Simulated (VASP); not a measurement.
# MgZn5O6 (P4/mmm) in VASP: further runs

MgZn5O6 is run at these levels: PBE; tasks: relaxation of cell and atoms, single point.

Everything below comes from runs of VASP 6.6.1. Logs are shortened: lines on timing, memory, paths and dates and some standing lists are left out, and cuts for length are marked.

## Step 1: The cell of the first run

Symmetry: P4/mmm, No. 123, tetragonal system. Conventional cell: a = 3.055 Å, b = 3.055 Å, c = 12.946 Å, α = 90.00°, β = 90.00°, γ = 90.00°. Within 2.8 Å of Mg (site symmetry 4/mmm) lie 6 O at 2.13 to 2.16 Å. Zn (site symmetry 4mm) has 6 O at 2.15 to 2.16 Å within 2.8 Å. Within 2.9 Å of Zn (site symmetry 4mm) lie 6 O at 2.16 to 2.17 Å. Within 2.9 Å of Zn (site symmetry 4/mmm) lie 6 O at 2.16 to 2.17 Å. Within 2.8 Å of O (site symmetry 4/mmm) lie 2 Zn at 2.15 Å and 4 Mg at 2.16 Å. O (site symmetry 4mm) has 1 Mg at 2.13 Å and 5 Zn at 2.16 to 2.17 Å within 2.8 Å. O (site symmetry 4mm) has 6 Zn at 2.15 to 2.17 Å within 2.8 Å. Within 2.9 Å of O (site symmetry 4/mmm) lie 6 Zn at 2.16 to 2.17 Å.

## Step 2: Relaxation of cell and atoms, PBE

INCAR

```
PREC = Accurate ; ENCUT = 600
EDIFF = 1E-7 ; ISMEAR = 0
SIGMA = 0.02 ; LREAL = F
LASPH = T ; NELM = 100
ALGO = Normal ; ISIF = 3
LWAVE = F ; LCHARG = F
GGA = PE ; IBRION = 2
NSW = 100 ; EDIFFG = -0.01
```

KPOINTS

```
regular mesh
0
Gamma
  10 10 2
```

POSCAR

```
MgZn5O6
1.0
    3.0550274177      0.0000000000      0.0000000000
    0.0000000000      3.0550274177      0.0000000000
    0.0000000000      0.0000000000     12.9458684148
Mg Zn O
1 5 6
Direct
    0.5000000000      0.5000000000      0.0000000000
    0.0000000000      0.0000000000      0.8338145664
    0.0000000000      0.0000000000      0.1661854336
    0.5000000000      0.5000000000      0.3321079170
    0.0000000000      0.0000000000      0.5000000000
    0.5000000000      0.5000000000      0.6678920830
    0.0000000000      0.0000000000      0.0000000000
    0.5000000000      0.5000000000      0.1645820215
    0.0000000000      0.0000000000      0.3324641775
    0.5000000000      0.5000000000      0.5000000000
    0.0000000000      0.0000000000      0.6675358225
    0.5000000000      0.5000000000      0.8354179785
```

Potentials or basis: VASP PAW PBE potentials, release 64 (Mg, Zn, O).

Launch:

```bash
$ cat potpaw_PBE.64/Mg/POTCAR potpaw_PBE.64/Zn/POTCAR potpaw_PBE.64/O/POTCAR > POTCAR
$ mpirun -np 1 vasp_std > vasp.out
```

OUTCAR:

```text
PREC = Accurate
   ENCUT = 600
   EDIFF = 1E-7
   ISMEAR = 0
   LREAL = F
   LASPH = T
   NELM = 100
   ISIF = 3
   GGA = PE
   IBRION = 2
   NSW = 100
   EDIFFG = -0.01

 ion  position               nearest neighbor table
   1  0.500  0.500  0.000-   8 2.13  12 2.13   7 2.16   7 2.16   7 2.16   7 2.16   3 3.05   3 3.05
                             2 3.05   3 3.05   2 3.05   2 3.05   3 3.05   2 3.05
   2  0.000  0.000  0.834-   7 2.15  11 2.15  12 2.16  12 2.16  12 2.16  12 2.16   6 3.05   6 3.05
                             6 3.05   6 3.05   1 3.05   1 3.05   1 3.05   1 3.05
   3  0.000  0.000  0.166-   7 2.15   9 2.15   8 2.16   8 2.16   8 2.16   8 2.16   4 3.05   4 3.05
                             4 3.05   4 3.05   1 3.05   1 3.05   1 3.05   1 3.05
   4  0.500  0.500  0.332-   9 2.16   9 2.16   9 2.16   9 2.16   8 2.17  10 2.17   3 3.05   3 3.05
                             3 3.05   3 3.05
   5  0.000  0.000  0.500-  10 2.16  10 2.16  10 2.16  10 2.16  11 2.17   9 2.17
   6  0.500  0.500  0.668-  11 2.16  11 2.16  11 2.16  11 2.16  12 2.17  10 2.17   2 3.05   2 3.05
                             2 3.05   2 3.05
   7  0.000  0.000  0.000-   2 2.15   3 2.15   1 2.16   1 2.16   1 2.16   1 2.16
   8  0.500  0.500  0.165-   1 2.13   3 2.16   3 2.16   3 2.16   3 2.16   4 2.17
   9  0.000  0.000  0.332-   3 2.15   4 2.16   4 2.16   4 2.16   4 2.16   5 2.17
  10  0.500  0.500  0.500-   5 2.16   5 2.16   5 2.16   5 2.16   6 2.17   4 2.17
  11  0.000  0.000  0.668-   2 2.15   6 2.16   6 2.16   6 2.16   6 2.16   5 2.17
  12  0.500  0.500  0.835-   1 2.13   2 2.16   2 2.16   2 2.16   2 2.16   6 2.17

  LATTYP: Found a simple tetragonal cell.
 ALAT       =     3.0550274177
 C/A-ratio  =     4.2375621049

  Lattice vectors:

 A1 = (   3.0550274177,   0.0000000000,   0.0000000000)
 A2 = (   0.0000000000,   3.0550274177,   0.0000000000)
 A3 = (   0.0000000000,   0.0000000000,  12.9458684148)

Analysis of symmetry for initial positions (statically):
=====================================================================
 Subroutine PRICEL returns:
 Original cell was already a primitive cell.

 Routine SETGRP: Setting up the symmetry group for a
 simple tetragonal supercell.

 Subroutine GETGRP returns: Found 16 space group operations
 (whereof 16 operations were pure point group operations)
 out of a pool of 16 trial point group operations.

The static configuration has the point symmetry D_4h.

Analysis of symmetry for dynamics (positions and initial velocities):
=====================================================================
 Subroutine PRICEL returns:
 Original cell was already a primitive cell.

 Routine SETGRP: Setting up the symmetry group for a
 simple tetragonal supercell.

 Subroutine GETGRP returns: Found 16 space group operations
 (whereof 16 operations were pure point group operations)
 out of a pool of 16 trial point group operations.

The dynamic configuration has the point symmetry D_4h.

 Subroutine INISYM returns: Found 16 space group operations
 (whereof 16 operations are pure point group operations),
 and found     1 'primitive' translations

----------------------------------------------------------------------------------------

                                     Primitive cell

  volume of cell :     120.8263

  direct lattice vectors                    reciprocal lattice vectors
     3.055027418  0.000000000  0.000000000     0.327329305  0.000000000  0.000000000
     0.000000000  3.055027418  0.000000000     0.000000000  0.327329305  0.000000000
     0.000000000  0.000000000 12.945868415     0.000000000  0.000000000  0.077244721

  length of vectors
     3.055027418  3.055027418 12.945868415     0.327329305  0.327329305  0.077244721

  position of ions in fractional coordinates (direct lattice)
     0.500000000  0.500000000  0.000000000
     0.000000000  0.000000000  0.833814566
     0.000000000  0.000000000  0.166185434
     0.500000000  0.500000000  0.332107917
     0.000000000  0.000000000  0.500000000
     0.500000000  0.500000000  0.667892083
     0.000000000  0.000000000  0.000000000
     0.500000000  0.500000000  0.164582022
     0.000000000  0.000000000  0.332464178
     0.500000000  0.500000000  0.500000000
     0.000000000  0.000000000  0.667535822
     0.500000000  0.500000000  0.835417978

  ion indices of the primitive-cell ions
   primitive index   ion index
                 1           1
                 2           2
                 3           3
                 4           4
                 5           5
                 6           6
                 7           7
                 8           8
                 9           9
                10          10
                11          11
                12          12

----------------------------------------------------------------------------------------

 KPOINTS: regular mesh

Automatic generation of k-mesh.
 Grid dimensions read from file:
 generate k-points for:   10   10    2

 Generating k-lattice:

  Cartesian coordinates                     Fractional coordinates (reciprocal lattice)
     0.032732930  0.000000000  0.000000000     0.100000000  0.000000000  0.000000000
     0.000000000  0.032732930  0.000000000     0.000000000  0.100000000  0.000000000
     0.000000000  0.000000000  0.038622361     0.000000000  0.000000000  0.500000000

  Length of vectors
     0.032732930  0.032732930  0.038622361

  Shift w.r.t. Gamma in fractional coordinates (k-lattice)
     0.000000000  0.000000000  0.000000000

 Subroutine IBZKPT returns following result:
 ===========================================

 Found     42 irreducible k-points:

 Following reciprocal coordinates:
            Coordinates               Weight
  0.000000  0.000000  0.000000      1.000000
  0.100000  0.000000  0.000000      4.000000
  0.200000  0.000000  0.000000      4.000000
  0.300000  0.000000  0.000000      4.000000
  0.400000  0.000000  0.000000      4.000000
  0.500000  0.000000  0.000000      2.000000
[... 16 lines left out ...]
  0.100000  0.000000  0.500000      4.000000
  0.200000  0.000000  0.500000      4.000000
 [... further k-points ...]
   k-points           NKPTS =     42   k-points in BZ     NKDIM =     42   number of bands    NBANDS=     58
   number of dos      NEDOS =    301   number of ions     NIONS =     12
   total plane-waves  NPLWV =  62208
   dimension x,y,z NGX =    24 NGY =   24 NGZ =  108
   dimension x,y,z NGXF=    48 NGYF=   48 NGZF=  216
   ions per type =               1   5   6
   NGX,Y,Z   is equivalent  to a cutoff of  13.06, 13.06, 13.87 a.u.
   NGXF,Y,Z  is equivalent  to a cutoff of  26.12, 26.12, 27.74 a.u.
 SYSTEM =  unknown system
   PREC   = accura    normal or accurate (medium, high low for compatibility)
   ISTART =      0    job   : 0-new  1-cont  2-samecut
   ICHARG =      2    charge: 1-file 2-atom 10-const
   ISPIN  =      1    spin polarized calculation?
   LNONCOLLINEAR =      F non collinear calculations
   LSORBIT =      F    spin-orbit coupling
   LASPH  =      T    aspherical Exc in radial PAW
   ENCUT  =  600.0 eV  44.10 Ry    6.64 a.u.   6.10  6.10 25.86*2*pi/ulx,y,z
   NELM   =    100;   NELMIN=  2; NELMDL= -5     # of ELM steps
   EDIFF  = 0.1E-06   stopping-criterion for ELM
   LREAL  =      F    real-space projection
   EDIFFG = -.1E-01   stopping-criterion for IOM
   NSW    =    100    number of steps for IOM
   IBRION =      2    ionic relax: 0-MD 1-quasi-New 2-CG
   NFREE  =      1    steps in history (QN), initial steepest desc. (CG)
   ISIF   =      3    stress and relaxation
   ISYM   =      2    0-nonsym 1-usesym 2-fastsym
   POTIM  = 0.5000    time-step for ionic-motion
   TEBEG  =    0.0;   TEEND  =   0.0 temperature during run
   PSTRESS=    0.0 pullay stress
   NELECT =      98.0000    total number of electrons
   NUPDOWN=      -1.0000    fix difference up-down
   EMIN   =  10.00;   EMAX   =-10.00  energy-range for DOS
   EFERMI =   0.00;   METHOD = LEGACY
   ISMEAR =     0;   SIGMA  =   0.02  broadening in eV -4-tet -1-fermi 0-gaus
   EFERMI_NEDOS =   21; number of points for ismear=-14 and -15
   IALGO  =     38    algorithm
   IMIX   =      4    mixing-type and parameters
     AMIX     =   0.40;   BMIX     =  1.00
     AMIX_MAG =   1.60;   BMIX_MAG =  1.00
  volume/ion in A,a.u.               =      10.07        67.95
  Fermi-wavevector in a.u.,A,eV,Ry     =   1.526733  2.885107 31.714000  2.330913
  Thomas-Fermi vector in A             =   2.634726
   LORBIT       =      0    0 simple, 1 ext, 2 COOP (PROOUT), +10 PAW based schemes
   GGA     = PE    functional components
   LHFCALC =     F    Hartree Fock is set to
   AEXX    =    0.0000 exact exchange contribution
   IVDW    =     0    specifies the selected vdW correction
   LEPSILON=     F    determine dielectric tensor
   LRPA    =     F    only Hartree local field effects (RPA)
 conjugate gradient relaxation of ions
 non-spin polarized calculation
 Gauss-broadening in eV      SIGMA  =   0.02
  energy-cutoff  :      600.00
  volume of cell :      120.83
 maximum number of plane-waves:      4080
   NGX = 13   NGY = 13   NGZ = 51

--------------------------------------- Ionic step        1  -------------------------------------------

 number of electron      98.0000000 magnetization

 Free energy of the ion-electron system (eV)
  ---------------------------------------------------
  ext. energy  EPLUGINS =         0.00000000
  ---------------------------------------------------
  free energy    TOTEN  =       -55.09731886 eV

  energy without entropy =      -55.09731886  energy(sigma->0) =      -55.09731886

------------------------ aborting loop because EDIFF is reached ----------------------------------------

  FORCE on cell =-STRESS in cart. coord.  units (eV):
  Direction    XX          YY          ZZ          XY          YZ          ZX
  --------------------------------------------------------------------------------------
  -------------------------------------------------------------------------------------
  Total        0.3373457      0.3373457      0.3787015      0.0000000      0.0000000      0.0000000
  in kB        4.4732627      4.4732627      5.0216469      0.0000000      0.0000000      0.0000000
  external PRESSURE =       4.6560574 kB  Pullay stress =       0.0000000 kB
[... 215 lines left out ...]
  energy  without entropy=      -55.0980140001  energy(sigma->0) =      -55.09801400

--------------------------------------- Ionic step        6  -------------------------------------------

 number of electron      97.9999999 magnetization

 Free energy of the ion-electron system (eV)
  ---------------------------------------------------
  ext. energy  EPLUGINS =         0.00000000
  ---------------------------------------------------
  free energy    TOTEN  =       -55.09804912 eV

  energy without entropy =      -55.09804912  energy(sigma->0) =      -55.09804912

 E-fermi :   2.7452     XC(G=0): -11.8896

 val. band max:        2.6289294764   @ k =   0.5000   0.0000   0.5000
 cond. band min:       3.5837508678   @ k =   0.0000   0.0000   0.0000
 fundamental gap:      0.9548213914
 Fermi energy:         2.7452369426

 k-point     1 :       0.0000    0.0000    0.0000
  band No.  band energies     occupation
      1     -15.6506      2.00000
      2     -15.3378      2.00000
      3     -15.2108      2.00000
      4     -14.6441      2.00000
      5     -14.5312      2.00000
      6     -14.1714      2.00000
[... 1453 lines left out ...]
     57      12.3391      0.00000
     58      12.8740      0.00000

 [... further k-points ...]
[... 5 lines left out ...]
  --------------------------------------------------------------------------------------
  -------------------------------------------------------------------------------------
  Total       -0.0047653     -0.0047653      0.0066455      0.0000000      0.0000000      0.0000000
  in kB       -0.0630124     -0.0630124      0.0878745      0.0000000      0.0000000      0.0000000
  external PRESSURE =      -0.0127168 kB  Pullay stress =       0.0000000 kB
[... 27 lines left out ...]
  FREE ENERGIE OF THE ION-ELECTRON SYSTEM (eV)
  ---------------------------------------------------
  free  energy   TOTEN  =       -55.0980491164 eV

  energy  without entropy=      -55.0980491164  energy(sigma->0) =      -55.09804912

 reached required accuracy - stopping structural energy minimisation
```

It took 19 min on 1 thread of Intel Xeon Platinum 8259CL at 2.50GHz (Skylake/Cascade Lake), shared host; peak memory 0.44 GiB.

Results:

| Property | Result |
| --- | --- |
| Free energy | -55.0980 eV |
| Relaxed volume | 10.10 Å³/atom |
| Relaxed cell | a = 3.057 Å, b = 3.057 Å, c = 12.964 Å, α = 90.00°, β = 90.00°, γ = 90.00° |
| Space group after relaxing (to 0.05 Å) | P4/mmm (No. 123) |
| Energy gained by relaxing | 0.1 meV/atom |
| Ionic steps | 6 |
| Pressure after relaxing | 0.0 GPa |
| Largest force after relaxing | 0.009 eV/Å |
| Band gap on the k mesh | 0.95 eV, indirect (least direct gap 2.07 eV) |

Forces on the atoms (eV/Å):
```
Mg   0.000  0.000  0.000
Zn   0.000  0.000  0.003
Zn   0.000  0.000 -0.003
Zn   0.000  0.000 -0.005
Zn   0.000  0.000  0.000
Zn   0.000  0.000  0.005
O    0.000  0.000  0.000
O    0.000  0.000  0.001
O    0.000  0.000 -0.009
O    0.000  0.000  0.000
O    0.000  0.000  0.009
O    0.000  0.000 -0.001
```

The path:
| step | energy change (eV) | largest force (eV/Å) | pressure (GPa) | volume (Å³) |
| --- | --- | --- | --- | --- |
| 1 | 0.0000 | 0.0417 | 0.47 | 120.83 |
| 2 | -0.0005 | 0.0177 | -0.23 | 121.34 |
| 3 | -0.0006 | 0.0251 | -0.03 | 121.18 |
| 4 | -0.0006 | 0.0140 | -0.01 | 121.17 |
| 5 | -0.0007 | 0.0121 | 0.02 | 121.15 |
| 6 | -0.0007 | 0.0095 | 0.00 | 121.17 |

Final structure:
```cif
data_structure
_symmetry_space_group_name_H-M 'P 1'
_symmetry_Int_Tables_number 1
_cell_length_a 3.0571
_cell_length_b 3.0571
_cell_length_c 12.9642
_cell_angle_alpha 90.000
_cell_angle_beta 90.000
_cell_angle_gamma 90.000
_cell_volume 121.17
loop_
_atom_site_label
_atom_site_type_symbol
_atom_site_fract_x
_atom_site_fract_y
_atom_site_fract_z
_atom_site_occupancy
Mg1 Mg 0.50000 0.50000 0.00000 1
Zn1 Zn 0.00000 0.00000 0.83404 1
Zn2 Zn 0.00000 0.00000 0.16596 1
Zn3 Zn 0.50000 0.50000 0.33199 1
Zn4 Zn 0.00000 0.00000 0.50000 1
Zn5 Zn 0.50000 0.50000 0.66801 1
O1 O 0.00000 0.00000 0.00000 1
O2 O 0.50000 0.50000 0.16418 1
O3 O 0.00000 0.00000 0.33243 1
O4 O 0.50000 0.50000 0.50000 1
O5 O 0.00000 0.00000 0.66757 1
O6 O 0.50000 0.50000 0.83582 1
```

## Step 3: Single point, PBE

INCAR

```
SYSTEM = MgZn5O6
PREC = Accurate
ENCUT = 520
EDIFF = 1E-6
ISMEAR = 0
SIGMA = 0.1
LREAL = .FALSE.
LASPH = .TRUE.
NELM = 80
ALGO = Normal
ISIF = 2
LWAVE = .FALSE.
LCHARG = .FALSE.
GGA = PE
NBANDS = 61
```

KPOINTS

```
Automatic mesh
0
G
  6 6 2
  0 0 0
```

POSCAR is that of step 2.

Potentials or basis: VASP PAW PBE potentials, release 64 (Mg, Zn, O).

Launch:

```bash
$ cat potpaw_PBE.64/Mg/POTCAR potpaw_PBE.64/Zn/POTCAR potpaw_PBE.64/O/POTCAR > POTCAR
$ mpirun -np 1 vasp_std > vasp.out
```

Run time: 83 s. Hardware: 1 thread of Intel Xeon 6975P-C (Granite Rapids), shared host; peak memory 0.27 GiB.

It converged, with:

* Free energy: -55.0801 eV
* Pressure: 0.6 GPa
* Largest force: 0.042 eV/Å
* Band gap on the k mesh: 0.97 eV, indirect (least direct gap 2.10 eV)

Forces in eV/Å, atoms in the order of the input:
```
Mg   0.000  0.000  0.000
Zn   0.000  0.000  0.007
Zn   0.000  0.000 -0.007
Zn   0.000  0.000 -0.001
Zn   0.000  0.000  0.000
Zn   0.000  0.000  0.001
O    0.000  0.000  0.000
O    0.000  0.000 -0.042
O    0.000  0.000  0.003
O    0.000  0.000  0.000
O    0.000  0.000 -0.003
O    0.000  0.000  0.042
```

Levels at points of the mesh, in eV from the valence-band top:
| k point | band 45 | band 46 | band 47 | band 48 | band 49 | band 50 | band 51 | band 52 | band 53 | band 54 |
| --- | --- | --- | --- | --- | --- | --- | --- | --- | --- | --- |
| (0.00, 0.00, 0.00) | -1.41 | -1.41 | -1.23 | -1.13 | -1.13 | 0.97 | 3.37 | 3.48 | 4.34 | 5.00 |
| (0.50, 0.00, 0.00) | -0.14 | -0.13 | -0.09 | -0.08 | -0.05 | 5.64 | 5.72 | 5.87 | 6.04 | 6.69 |
| (0.50, 0.50, 0.00) | -2.48 | -2.47 | -2.21 | -2.15 | -2.14 | 4.05 | 4.49 | 5.77 | 5.79 | 5.87 |
| (0.00, 0.00, 0.50) | -1.67 | -1.36 | -1.36 | -1.13 | -1.13 | 1.71 | 2.06 | 4.36 | 4.49 | 4.73 |
| (0.50, 0.00, 0.50) | -0.13 | -0.09 | -0.08 | -0.05 | 0.00 | 5.45 | 5.50 | 6.23 | 6.36 | 6.49 |
| (0.50, 0.50, 0.50) | -2.47 | -2.40 | -2.31 | -2.20 | -2.09 | 4.56 | 4.57 | 4.58 | 5.66 | 6.65 |

A k mesh can miss the band edges. Expect the measured gap to be larger: semilocal functionals such as PBE lack the derivative discontinuity.

[end of part 1 of 2]
